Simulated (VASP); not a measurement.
Wanted: the native input for a VASP 6.6.1 run.

| Quantity | Value |
| --- | --- |
| Task | relaxation of cell and atoms |
| Functional | BLYP |
| Potentials or basis | VASP PAW PBE potentials, release 64 (Si) |
| Cutoff | 600 eV |
| k mesh | 13 × 13 × 13 |
| Occupations | fermi-dirac, width 0.05 eV |
| Spin | no spin polarisation |
| Dipole correction | no |
| Further INCAR settings | ALGO = Normal; EDIFF = 1e-06; IBRION = 2; EDIFFG = -0.01; NSW = 60; ISIF = 3 |

The structure of Si lies in POSCAR:

```
Si
1.0
   -1.6269149300      1.6269149300      1.3203298500
    1.6269149300     -1.6269149300      1.3203298500
    1.6269149300      1.6269149300     -1.3203298500
Si
1
Direct
    0.0000000000      0.0000000000      0.0000000000
```

The input as run:

INCAR

```
AGGAC = 1.0 ; AGGAX = 1.0
ALDAC = 0.0 ; ALDAX = 1.0
ALGO = Normal ; EDIFF = 1E-6
EDIFFG = -0.01 ; ENCUT = 600
GGA = B5 ; IBRION = 2
ISIF = 3 ; ISMEAR = -1
LASPH = True ; LCHARG = False
LREAL = False ; LWAVE = False
NELM = 80 ; NSW = 60
PREC = Accurate ; SIGMA = 0.05
```

KPOINTS

```
k-points
0
Gamma
  13 13 13
```

Potentials or basis: VASP PAW PBE potentials, release 64 (Si).

The run is started by

```sh
$ cat potpaw_PBE.64/Si/POTCAR > POTCAR
$ mpirun -np 1 vasp_std > vasp.out
```

It gave:

- Relaxed volume: 16.69 Å³/atom
- Relaxed cell: a = 2.836 Å, b = 2.836 Å, c = 2.836 Å, α = 102.71°, β = 102.71°, γ = 124.04°
- Space group after relaxing (to 0.05 Å): I4/mmm (No. 139)
- Energy gained by relaxing: 99.3 meV/atom
- Ionic steps: 12
- Pressure after relaxing: 0.0 GPa
- Band gap on the k mesh: zero (band 2 reaches 16.27 eV, above the bottom of band 3 at 6.21 eV)

Caveat: the volume moved by over 15 % at a fixed basis, so the end points are rough; the PAW data sets were made with another functional, which shifts forces and pressure a little.

Run time: 100 s on 1 thread of Intel(R) Xeon(R) Platinum 8375C CPU @ 2.90GHz (Ice Lake) (shared host), peak memory 0.14 GiB.
